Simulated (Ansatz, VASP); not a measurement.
One calculation of Cr, two programs

```
CELL_PARAMETERS angstrom
-1.41496 1.41496 1.41496
1.41496 -1.41496 1.41496
1.41496 1.41496 -1.41496
ATOMIC_POSITIONS crystal
Cr 0.00000 0.00000 0.00000
```

Alike in both runs: task single point; functional r2SCAN; k mesh 15 × 15 × 15; occupations methfessel-paxton of order 1, width 0.03 eV; no spin polarisation.

```csv
,VASP,Ansatz
version,VASP 6.6.1,Ansatz 0.2.0
potentials or method,"VASP PAW PBE potentials, release 64 (Cr_pv), cutoff 550 eV","plane waves (500 eV) with PAW, scalar-relativistic"
valence electrons in the cell,12,14
```

|  | VASP | Ansatz | Ansatz less VASP |
| --- | --- | --- | --- |
| pressure (GPa) | 0.5 | -0.2 | -0.66 |

VASP's potentials were made for PBE, not for r2SCAN. The functional is the same, so the differences come from potentials, cutoffs and numerics. VASP's potentials hold 12 valence electrons a cell and Ansatz's 14, so a difference there can come from the potentials and not from the codes.
